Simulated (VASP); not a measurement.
# Tl (P6_3/mmc) in VASP: a series of runs

The runs below take Tl through single point, with PBE+D3(BJ), r2SCAN.

Program: VASP 6.6.1. These are calculated values, not measurements. Logs are shortened: lines on timing, memory, paths and dates and some standing lists are left out, and cuts for length are marked.

### 1 The cell of the first run

The structure is hexagonal, space group P6_3/mmc (No. 194). The conventional cell has a = 3.524 Å, b = 3.524 Å, c = 5.633 Å, α = 90.00°, β = 90.00°, γ = 120.00°. Tl (site symmetry -6m2) has 12 Tl at 3.47 to 3.52 Å within 4.6 Å.

### 2 Single point, PBE+D3(BJ), non-collinear spin, typed start

File INCAR:

```
SYSTEM = Tl
ALGO     = Normal         ! electronic algorithm
EDIFF    = 1E-6           ! SCF threshold, eV
ENCUT    = 500            ! plane-wave cutoff, eV
GGA      = PE             ! functional
GGA_COMPAT= .False.      
ISIF     = 2              ! what is computed and relaxed
ISMEAR   = 1              ! smearing method
IVDW     = 12             ! dispersion correction
LASPH    = .True.         ! aspherical terms in the spheres
LCHARG   = .True.         ! write CHGCAR
LNONCOLLINEAR= .True.         ! non-collinear magnetism
LORBIT   = 11             ! projections on sites
LREAL    = .False.        ! projectors in reciprocal space
LVHAR    = .True.       
LWAVE    = .False.        ! write WAVECAR
MAGMOM   = 0.289 0.289 0.289 -0.144 -0.144 -0.144 ! initial moments
NBANDS   = 38             ! bands
NELM     = 200            ! most SCF steps
PREC     = Accurate       ! precision mode
SIGMA    = 0.05           ! smearing width, eV
```

File KPOINTS:

```
k-points
0
Gamma
  9 9 5
  0 0 0
```

File POSCAR:

```
Tl
1.0
    3.5237819143      0.0000000000      0.0000000000
   -1.7618909571      3.0516846552      0.0000000000
    0.0000000000      0.0000000000      5.6333608439
Tl
2
Direct
    0.6666666667      0.3333333333      0.7500000000
    0.3333333333      0.6666666667      0.2500000000
```

Potentials or basis: VASP PAW PBE potentials, release 64 (Tl_d).

Launch:

```
$ cat potpaw_PBE.64/Tl_d/POTCAR > POTCAR
$ mpirun -np 1 vasp_ncl > vasp.out
```

OUTCAR:

```text
SYSTEM = Tl
   EDIFF = 1E-6
   ENCUT = 500
   GGA = PE
   ISIF = 2
   ISMEAR = 1
   IVDW = 12
   LASPH = .True.
   LNONCOLLINEAR = .True.
   LORBIT = 11
   LREAL = .False.
   NELM = 200
   PREC = Accurate
 IVDW          = 12

 ion  position               nearest neighbor table
   1  0.667  0.333  0.750-   2 3.47   2 3.47   2 3.47   2 3.47   2 3.47   2 3.47
   2  0.333  0.667  0.250-   1 3.47   1 3.47   1 3.47   1 3.47   1 3.47   1 3.47

  LATTYP: Found a hexagonal cell.
 ALAT       =     3.5237819143
 C/A-ratio  =     1.5986689815

  Lattice vectors:

 A1 = (   3.5237819143,   0.0000000000,   0.0000000000)
 A2 = (  -1.7618909571,   3.0516846552,   0.0000000000)
 A3 = (   0.0000000000,   0.0000000000,   5.6333608439)

Analysis of symmetry for initial positions (statically):
=====================================================================
 Subroutine PRICEL returns:
 Original cell was already a primitive cell.

 Routine SETGRP: Setting up the symmetry group for a
 hexagonal supercell.

 Subroutine GETGRP returns: Found 24 space group operations
 (whereof 12 operations were pure point group operations)
 out of a pool of 24 trial point group operations.

The static configuration has the point symmetry D_3d.
 The point group associated with its full space group is D_6h.

Analysis of symmetry for dynamics (positions and initial velocities):
=====================================================================
 Subroutine PRICEL returns:
 Original cell was already a primitive cell.

 Routine SETGRP: Setting up the symmetry group for a
 hexagonal supercell.

 Subroutine GETGRP returns: Found 24 space group operations
 (whereof 12 operations were pure point group operations)
 out of a pool of 24 trial point group operations.

The dynamic configuration has the point symmetry D_3d.
 The point group associated with its full space group is D_6h.

Analysis of structural, dynamic, and magnetic symmetry:
=====================================================================
 Subroutine PRICEL returns:
 Original cell was already a primitive cell.

 Routine SETGRP: Setting up the symmetry group for a
 hexagonal supercell.

 Subroutine GETGRP returns: Found  1 space group operations
 (whereof  1 operations were pure point group operations)
 out of a pool of 24 trial point group operations.

The overall configuration has the point symmetry C_1 .

 Subroutine INISYM returns: Found  1 space group operations
 (whereof  1 operations are pure point group operations),
 and found     1 'primitive' translations

----------------------------------------------------------------------------------------

                                     Primitive cell

  volume of cell :      60.5782

  direct lattice vectors                    reciprocal lattice vectors
     3.523781914  0.000000000  0.000000000     0.283786007  0.163843928  0.000000000
    -1.761890957  3.051684655  0.000000000     0.000000000  0.327687855  0.000000000
     0.000000000  0.000000000  5.633360844     0.000000000  0.000000000  0.177513926

  length of vectors
     3.523781914  3.523781914  5.633360844     0.327687855  0.327687855  0.177513926

  position of ions in fractional coordinates (direct lattice)
     0.666666667  0.333333333  0.750000000
     0.333333333  0.666666667  0.250000000

  ion indices of the primitive-cell ions
   primitive index   ion index
                 1           1
                 2           2

----------------------------------------------------------------------------------------

 KPOINTS: k-points

Automatic generation of k-mesh.
 Grid dimensions read from file:
 generate k-points for:    9    9    5

 Generating k-lattice:

  Cartesian coordinates                     Fractional coordinates (reciprocal lattice)
     0.031531779  0.018204881  0.000000000     0.111111111  0.000000000  0.000000000
     0.000000000  0.036409762  0.000000000     0.000000000  0.111111111  0.000000000
     0.000000000  0.000000000  0.035502785     0.000000000  0.000000000  0.200000000

  Length of vectors
     0.036409762  0.036409762  0.035502785

  Shift w.r.t. Gamma in fractional coordinates (k-lattice)
     0.000000000  0.000000000  0.000000000

 Subroutine IBZKPT returns following result:
 ===========================================

 Found    405 irreducible k-points:

 Following reciprocal coordinates:
            Coordinates               Weight
  0.000000  0.000000  0.000000      1.000000
  0.111111  0.000000  0.000000      1.000000
 -0.111111  0.000000  0.000000      1.000000
  0.000000  0.111111  0.000000      1.000000
  0.000000 -0.111111  0.000000      1.000000
 -0.111111  0.111111  0.000000      1.000000
[... 16 lines left out ...]
  0.000000 -0.444444  0.000000      1.000000
 -0.444444  0.444444  0.000000      1.000000
 [... further k-points ...]
   k-points           NKPTS =    405   k-points in BZ     NKDIM =    405   number of bands    NBANDS=     38
   number of dos      NEDOS =    301   number of ions     NIONS =      2
   total plane-waves  NPLWV =  32928
   dimension x,y,z NGX =    28 NGY =   28 NGZ =   42
   dimension x,y,z NGXF=    56 NGYF=   56 NGZF=   84
   ions per type =               2
   NGX,Y,Z   is equivalent  to a cutoff of  13.21, 13.21, 12.39 a.u.
   NGXF,Y,Z  is equivalent  to a cutoff of  26.42, 26.42, 24.79 a.u.
 SYSTEM =  Tl
   PREC   = accura    normal or accurate (medium, high low for compatibility)
   ISTART =      0    job   : 0-new  1-cont  2-samecut
   ICHARG =      2    charge: 1-file 2-atom 10-const
   ISPIN  =      1    spin polarized calculation?
   LNONCOLLINEAR =      T non collinear calculations
   LSORBIT =      F    spin-orbit coupling
   LASPH  =      T    aspherical Exc in radial PAW
   ENCUT  =  500.0 eV  36.75 Ry    6.06 a.u.   6.42  6.42 10.27*2*pi/ulx,y,z
   NELM   =    200;   NELMIN=  2; NELMDL= -5     # of ELM steps
   EDIFF  = 0.1E-05   stopping-criterion for ELM
   LREAL  =      F    real-space projection
   EDIFFG = 0.1E-04   stopping-criterion for IOM
   NSW    =      0    number of steps for IOM
   IBRION =     -1    ionic relax: 0-MD 1-quasi-New 2-CG
   NFREE  =      0    steps in history (QN), initial steepest desc. (CG)
   ISIF   =      2    stress and relaxation
   ISYM   =      2    0-nonsym 1-usesym 2-fastsym
   POTIM  = 0.5000    time-step for ionic-motion
   TEBEG  =    0.0;   TEEND  =   0.0 temperature during run
   PSTRESS=    0.0 pullay stress
   NELECT =      26.0000    total number of electrons
   NUPDOWN=      -1.0000    fix difference up-down
   EMIN   =  10.00;   EMAX   =-10.00  energy-range for DOS
   EFERMI =   0.00;   METHOD = LEGACY
   ISMEAR =     1;   SIGMA  =   0.05  broadening in eV -4-tet -1-fermi 0-gaus
   EFERMI_NEDOS =   21; number of points for ismear=-14 and -15
   IALGO  =     38    algorithm
   IMIX   =      4    mixing-type and parameters
     AMIX     =   0.40;   BMIX     =  1.00
     AMIX_MAG =   1.60;   BMIX_MAG =  1.00
  volume/ion in A,a.u.               =      30.29       204.40
  Fermi-wavevector in a.u.,A,eV,Ry     =   1.234887  2.333598 20.748147  1.524946
  Thomas-Fermi vector in A             =   2.369559
   LORBIT       =     11    0 simple, 1 ext, 2 COOP (PROOUT), +10 PAW based schemes
   GGA     = PE    functional components
   LHFCALC =     F    Hartree Fock is set to
   AEXX    =    0.0000 exact exchange contribution
   IVDW    =    12    specifies the selected vdW correction
   LEPSILON=     F    determine dielectric tensor
   LRPA    =     F    only Hartree local field effects (RPA)
 Methfessel and Paxton  Order N= 1 SIGMA  =   0.05
  energy-cutoff  :      500.00
  volume of cell :       60.58
 maximum number of plane-waves:      3116
 NGX is ok and might be reduce to    28
   NGX = 13   NGY = 13   NGZ = 21

 number of electron      26.0000002 magnetization       0.0006667      0.0006665      0.0006665

 Free energy of the ion-electron system (eV)
  ---------------------------------------------------
  ext. energy  EPLUGINS =         0.00000000
  ---------------------------------------------------
  free energy    TOTEN  =        -4.42343187 eV

  energy without entropy =       -4.42321095  energy(sigma->0) =       -4.42335823

 E-fermi :   5.9456     XC(G=0):  -9.9051

 val. band max:        5.9332020196   @ k =  -0.2222  -0.2222  -0.4000
 cond. band min:       5.9849632487   @ k =  -0.2222  -0.1111  -0.2000
 fundamental gap:      0.0517612291
 Fermi energy:         5.9456479151

 k-point     1 :       0.0000    0.0000    0.0000
  band No.  band energies     occupation
      1      -5.7029      1.00000
      2      -5.7027      1.00000
      3      -5.5245      1.00000
      4      -5.5243      1.00000
      5      -5.5035      1.00000
      6      -5.5035      1.00000
[... 30 lines left out ...]
     37      16.3841      0.00000
     38      16.3846      0.00000
[... 941 lines left out ...]
     37      13.9219      0.00000
     38      13.9224      0.00000

 [... further k-points ...]

------------------------ aborting loop because EDIFF is reached ----------------------------------------

 Edisp (eV)   -0.64580

 E8    (eV) :    -0.3375

  FORCE on cell =-STRESS in cart. coord.  units (eV):
  Direction    XX          YY          ZZ          XY          YZ          ZX
  --------------------------------------------------------------------------------------
  -------------------------------------------------------------------------------------
  Total      -0.30123    -0.30123    -0.09176    -0.00000    -0.00000    -0.00000
  in kB      -7.96691    -7.96704    -2.42697    -0.00011    -0.00000    -0.00000
  external pressure =       -6.12 kB  Pullay stress =        0.00 kB

 VOLUME and BASIS-vectors are now :
 -----------------------------------------------------------------------------
  energy-cutoff  :      500.00
  volume of cell :       60.58
      direct lattice vectors                 reciprocal lattice vectors
     3.523781914  0.000000000  0.000000000     0.283786007  0.163843928  0.000000000
    -1.761890957  3.051684655  0.000000000     0.000000000  0.327687855  0.000000000
     0.000000000  0.000000000  5.633360844     0.000000000  0.000000000  0.177513926

 POSITION                                       TOTAL-FORCE (eV/Angst)
 -----------------------------------------------------------------------------------
      1.76189      1.01723      4.22502         0.000000     -0.000000      0.000000
     -0.00000      2.03446      1.40834        -0.000000      0.000000     -0.000000
 -----------------------------------------------------------------------------------
    total drift:                                0.000000     -0.000000     -0.000000

  FREE ENERGIE OF THE ION-ELECTRON SYSTEM (eV)
  ---------------------------------------------------
  free  energy   TOTEN  =        -5.0692285377 eV

  energy  without entropy=       -5.0690076177  energy(sigma->0) =       -5.06915490

 total charge

# of ion       s       p       d       tot
------------------------------------------
    1        1.190   0.369   9.638  11.196
    2        1.190   0.369   9.638  11.196
--------------------------------------------------
tot          2.379   0.737  19.276  22.392

 magnetization (x)

# of ion       s       p       d       tot
------------------------------------------
    1        0.000   0.000   0.000   0.000
    2        0.000   0.000   0.000   0.000
--------------------------------------------------
tot          0.000   0.000   0.000   0.000

 magnetization (y)

# of ion       s       p       d       tot
------------------------------------------
    1        0.000   0.000   0.000   0.000
    2        0.000   0.000   0.000   0.000
--------------------------------------------------
tot          0.000   0.000   0.000   0.000

 magnetization (z)

# of ion       s       p       d       tot
------------------------------------------
    1        0.000   0.000   0.000   0.000
    2        0.000   0.000   0.000   0.000
--------------------------------------------------
tot          0.000   0.000   0.000   0.000
```

It took 24 min on 1 thread of Intel Xeon Platinum 8259CL at 2.50GHz (Skylake/Cascade Lake), shared host; peak memory 1.1 GiB.

What came out:

```
Free energy                                           : -5.0692 eV
Pressure                                              : -0.6 GPa
Band gap on the k mesh                                : zero (bands 26 and 27 overlap by 3.39 eV)
Net moment                                            : 0.00 μB per cell
Valence electrons inside the program's atomic spheres : Tl 11.20
Dispersion energy per atom                            : -0.323 eV
```

Stress tensor (GPa, compression positive):
```
-0.80  0.00  0.00
 0.00 -0.80  0.00
 0.00  0.00 -0.24
```

Moments on the atoms (μB; x, y, z):
```
Tl  0.00 0.00 0.00
Tl  0.00 0.00 0.00
```

Caveat: spin-orbit coupling is left out, which moves the levels of the heavy elements.

### 3 Single point, r2SCAN

This run uses another cell than the first one, of 28.57 Å³/atom.

File POSCAR:

```
Tl
1.0
    3.4560000000      0.0000000000      0.0000000000
   -1.7280000000      2.9929837955      0.0000000000
    0.0000000000      0.0000000000      5.5250000000
Tl
2
Direct
    0.6666666667      0.3333333333      0.7500000000
    0.3333333333      0.6666666667      0.2500000000
```

File INCAR.step1:

```
SYSTEM = Tl
  ALGO = Normal
  EDIFF = 1E-4
  ENCUT = 520
  GGA = PE
  ISMEAR = -5
  LASPH = .TRUE.
  LCHARG = .FALSE.
  LREAL = .FALSE.
  LWAVE = .TRUE.
  NBANDS = 20
  NELM = 80
  PREC = Accurate
  SIGMA = 0.1
```

File INCAR.step2:

```
SYSTEM = Tl
  ALGO = Normal
  EDIFF = 1E-7
  ENCUT = 520
  ISIF = 2
  ISMEAR = -5
  ISTART = 1
  LASPH = .TRUE.
  LCHARG = .TRUE.
  LELF = .TRUE.
  LMIXTAU = .TRUE.
  LREAL = .FALSE.
  LVHAR = .TRUE.
  LWAVE = .FALSE.
  METAGGA = R2SCAN
  NBANDS = 20
  NELM = 80
  PREC = Accurate
  SIGMA = 0.1
```

File KPOINTS:

```
k-points
0
G
  9 9 5
  0 0 0
```

Potentials or basis: VASP PAW PBE potentials, release 64 (Tl_d).

Launch:

```
$ cat potpaw_PBE.64/Tl_d/POTCAR > POTCAR
$ cp INCAR.step1 INCAR
$ mpirun -np 1 vasp_std > vasp.out
$ cp INCAR.step2 INCAR
$ mpirun -np 1 vasp_std > vasp.out
```

Run time: 71 s. Hardware: 1 thread of Intel Xeon 6975P-C (Granite Rapids), shared host; peak memory 0.2 GiB.

Results (log left out):

| Item | Value |
| --- | --- |
| Free energy | -106.3313 eV |
| Pressure | 2.0 GPa |
| Band gap on the k mesh | zero (bands 13 and 14 overlap by 3.78 eV) |

Stress tensor (GPa, compression positive):
```
1.94 0.00 0.00
0.00 1.94 0.00
0.00 0.00 2.09
```

Levels at points of the mesh, in eV from the Fermi level:
| k point | band 10 | band 11 | band 12 | band 13 | band 14 | band 15 | band 16 | band 17 |
| --- | --- | --- | --- | --- | --- | --- | --- | --- |
| (0.00, 0.00, 0.00) | -11.75 | -10.55 | -5.46 | -2.99 | 8.13 | 8.13 | 10.29 | 10.29 |

Caveat: the PAW data sets were made with another functional, which shifts forces and pressure a little; spin-orbit coupling is left out, which moves the levels of the heavy elements; tetrahedron occupations give inexact forces and stress in metals.
